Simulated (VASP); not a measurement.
Wanted: the native input for a VASP 6.6.1 run.

```
Task                   : single point
Functional             : PBE
Potentials or basis    : VASP PAW PBE potentials, release 64 (Co, F)
Cutoff                 : 600 eV
k mesh                 : 4 × 4 × 2, shifted
Occupations            : fermi-dirac, width 0.15 eV
Spin                   : no spin polarisation
Dipole correction      : no
Further INCAR settings : ALGO = Normal; EDIFF = 1e-06; NBANDS = 15
```

The structure of CoF lies in POSCAR:

```
CoF
1.0
   -0.6074985024      0.8747443158      2.2768542437
    2.2239892674     -0.4599058957     -0.5887890002
    0.2784508124      3.5808732713     -1.6732124808
Co F
1 1
Direct
    0.6561150000      0.9495800000      0.2911730000
    0.8912180000      1.4534070000      0.6786520000
```

The input as run:

INCAR

```
SYSTEM = CoF
ALGO     = Normal         ! electronic algorithm
EDIFF    = 1E-6           ! SCF threshold, eV
ENCUT    = 600            ! plane-wave cutoff, eV
GGA      = PE             ! functional
GGA_COMPAT= .False.      
ISIF     = 2              ! what is computed and relaxed
ISMEAR   = -1             ! smearing method
LASPH    = .True.         ! aspherical terms in the spheres
LCHARG   = .True.         ! write CHGCAR
LELF     = .True.         ! ELF
LREAL    = .False.        ! projectors in reciprocal space
LVHAR    = .True.       
LWAVE    = .False.        ! write WAVECAR
NBANDS   = 15             ! bands
NELM     = 120            ! most SCF steps
PREC     = Accurate       ! precision mode
SIGMA    = 0.15           ! smearing width, eV
```

KPOINTS

```
Automatic mesh
0
Gamma
  4 4 2
  0.5 0.5 0.5
```

Potentials or basis: VASP PAW PBE potentials, release 64 (Co, F).

Run with:

```sh
$ cat potpaw_PBE.64/Co/POTCAR potpaw_PBE.64/F/POTCAR > POTCAR
$ mpirun -np 1 vasp_std > vasp.out
```

Results of the run:

```yaml
Pressure: 21.1 GPa
Largest_force: 1.323 eV/Å
Band_gap_on_the_k_mesh: zero (band 8 reaches 6.27 eV, above the bottom of band 9 at 6.02 eV)
```

Caveat: the k points lie up to 0.80 Å⁻¹ apart; the run has no spin polarisation, though such a crystal can be magnetic; semilocal functionals often make such compounds metallic where correlation or magnetic order opens a gap, which also shifts bond lengths; forces of over 1 eV/Å act on the atoms, so gaps and moduli don't describe the material at rest.

Wall time 15 s on 1 thread of Intel Xeon 8259CL (shared host), peak memory 0.14 GiB.
